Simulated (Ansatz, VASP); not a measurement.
## One calculation of MgO, two programs

```
CELL_PARAMETERS angstrom
0.00000 2.01850 2.01850
2.01850 0.00000 2.01850
2.01850 2.01850 0.00000
ATOMIC_POSITIONS crystal
Mg 0.00000 0.00000 0.00000
O 0.50000 0.50000 0.50000
```

Alike in both runs: task relaxation of the atoms; functional PBE; k mesh 13 × 13 × 13; occupations fermi-dirac, width 0.02 eV; no spin polarisation.

|  | VASP | Ansatz |
| --- | --- | --- |
| version | VASP 6.6.1 | Ansatz 0.2.0 |
| potentials or method | VASP PAW PBE potentials, release 64 (Mg, O) | plane-wave PAW, scalar-relativistic |
| plane-wave cutoff (eV) | 520 | 420 |
| valence electrons in the cell | 8 | 16 |

Ansatz gave:

```
gap on the k mesh at the Fermi level, each at its own relaxed structure (eV) : 6.08
```

Question: Estimate VASP's values.

Answer: gap on the k mesh at the Fermi level, each at its own relaxed structure (eV): 6.07.

VASP's potentials hold 8 valence electrons a cell and Ansatz's 16, so a difference there can come from the potentials and not from the codes. Ansatz's warnings: stress scf threshold loose.

Noted on VASP's run: the relaxation stopped at its first step, so nothing moved.
